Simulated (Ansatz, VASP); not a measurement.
**One calculation of Si, two programs**

The input INCAR:

```
SYSTEM = Si
PREC = Accurate
ENCUT = 520
EDIFF = 1E-8
ISMEAR = -1
SIGMA = 0.05
LREAL = .FALSE.
LASPH = .TRUE.
NELM = 100
ALGO = Normal
ISIF = 2
LWAVE = .FALSE.
LCHARG = .FALSE.
GGA = PE
LEFG = .TRUE.
NBANDS = 11
```

KPOINTS

```
regular mesh
0
G
  16 16 16
  0 0 0
```

The input POSCAR:

```
Si
1.0
   -2.2154725000      2.3347350000      1.2750000000
    2.2154725000     -2.3347350000      1.2750000000
    2.2865275000      2.4022650000     -1.2750000000
Si
2
Direct
    0.8070000000      0.5570000000      0.2500000000
    0.1930000000      0.4430000000      0.7500000000
```

Input for Ansatz:

```yaml
crystal:
  lattice:
    - [-2.2154725, 2.334735, 1.275]
    - [2.2154725, -2.334735, 1.275]
    - [2.2865275, 2.402265, -1.275]
  atoms:
    - { symbol: Si, position: [0.807, 0.557, 0.25] }
    - { symbol: Si, position: [0.193, 0.443, 0.75] }
kpoints:
  mp_grid: { grid: [16, 16, 16] }
scf:
  occupations: { method: fermi_dirac, width: 0.05 }
hamiltonian:
  xc: pbe
  pseudopotentials: { kind: paw }
output:
  forces: true
  stress: true
  eigenvalues: true
  efg: { contact_densities: true }
```

Change from the starting cell: xy shear strain of +3 %, PAW files.

Alike in both runs: task electric field gradients; functional PBE; k mesh 16 × 16 × 16; occupations fermi-dirac, width 0.05 eV; no spin polarisation.

|  | VASP | Ansatz |
| --- | --- | --- |
| version | VASP 6.6.1 | Ansatz 0.2.0 |
| potentials or method | VASP PAW PBE potentials, release 64 (Si) | PAW with Ansatz's default frozen-core files, scalar-relativistic |
| plane-wave cutoff (eV) | 520 | 420 |
| valence electrons in the cell | 8 | 8 |

```csv
,VASP,Ansatz,Ansatz less VASP
pressure (GPa),15.7,15.7,+0.10
"traceless stress, the component that is largest in VASP (GPa)",-2.26,-2.26,+0.003
size of Vzz on the site where it differs most (V/Å²),26.3,26.1,-0.25
```
